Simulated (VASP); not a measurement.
Runs of VASP 6.6.1 on BeTe. The structure is that of space group F-43m (No. 216), or close to it. The cells are those of the table. 

| task | level | potentials or basis | cell | k mesh | cutoff (eV) | smearing | grid for exact exchange (PRECFOCK) | screening parameter | gap on the mesh (eV) | pressure (GPa) | relaxed volume (Å³/atom) |
| --- | --- | --- | --- | --- | --- | --- | --- | --- | --- | --- | --- |
| single point | PBEsol+D3(BJ) | VASP PAW PBE potentials, release 64 (Te, Be) | a = 3.969 Å, angles 60.0°, 2 atoms | 8 × 8 × 8 | 520 | fermi-dirac 0.05 eV | - | - | 1.83 | -2.2 | - |
| single point | LDA | VASP PAW LDA potentials, release 64 (Te, Be) | a = 3.969 Å, angles 60.0°, 2 atoms | 8 × 8 × 8 | 520 | fermi-dirac 0.05 eV | - | - | 1.85 | -1.6 | - |
| single point | PBE exchange alone | VASP PAW PBE potentials, release 64 (Te, Be) | a = 3.891 Å, angles 60.0°, 2 atoms | 8 × 8 × 8 | 520 | fermi-dirac 0.05 eV | - | - | 2.06 | 14.6 | - |
| single point | HSE06 | VASP PAW PBE potentials, release 64 (Te, Be) | a = 3.917 Å, angles 60.0°, 2 atoms | 4 × 4 × 4 | 520 | methfessel-paxton 0.05 eV | Normal | 0.2079 1/Å | 2.52 | 3.6 | - |
| relaxation of cell and atoms | PBEsol | VASP PAW PBE potentials, release 64 (Te, Be) | relaxed from a = 3.917 Å, angles 60.0°, 2 atoms | 8 × 8 × 8 | 600 | fermi-dirac 0.05 eV | - | - | 1.83 | 0.0 | 22.10 |
| single point | LDA | VASP PAW LDA potentials, release 64 (Te, Be) | a = 3.837 Å, angles 60.0°, 2 atoms | 8 × 8 × 8 | 520 | fermi-dirac 0.05 eV | - | - | 1.59 | 5.5 | - |
| single point | LDA | VASP PAW LDA potentials, release 64 (Te, Be) | a = 3.665 Å, angles 60.0°, 2 atoms | 8 × 8 × 8 | 520 | fermi-dirac 0.05 eV | - | - | (a) | 20.6 | - |
| relaxation of cell and atoms | PBE+D3(BJ) | VASP PAW PBE potentials, release 64 (Te, Be) | relaxed from a = 3.917 Å, angles 60.0°, 2 atoms | 8 × 8 × 8 | 600 | fermi-dirac 0.05 eV | - | - | 1.91 | 0.0 | 21.79 |
| relaxation of cell and atoms | r2SCAN+rVV10 | VASP PAW PBE potentials, release 64 (Te, Be) | relaxed from a = 3.917 Å, angles 60.0°, 2 atoms | 8 × 8 × 8 | 600 | fermi-dirac 0.05 eV | - | - | 2.29 | 0.0 | 22.51 |
| single point | r2SCAN | VASP PAW PBE potentials, release 64 (Te, Be) | a = 3.891 Å, angles 60.0°, 2 atoms | 8 × 8 × 8 | 520 | fermi-dirac 0.05 eV | - | - | 2.15 | 6.0 | - |
| single point | PBEsol | VASP PAW PBE potentials, release 64 (Te, Be) | a = 3.688 Å, angles 60.0°, 2 atoms | 8 × 8 × 8 | 520 | fermi-dirac 0.05 eV | - | - | 1.19 | (b) | - |
| single point | PBEsol | VASP PAW PBE potentials, release 64 (Te, Be) | a = 3.864 Å, angles 60.0°, 2 atoms | 8 × 8 × 8 | 520 | fermi-dirac 0.05 eV | - | - | 1.62 | 5.6 | - |

Alike in all rows: no spin polarisation.

Q: Fill in the values left out.

A: (a) 1.17; (b) 20.5.

Caveats: some runs use coarse meshes; spin-orbit coupling is left out, which moves the levels of the heavy elements; the PAW data sets were made with another functional, which shifts forces and pressure a little (some runs).

A k mesh can miss the band edges, and the runs leave out spin-orbit coupling on Te.
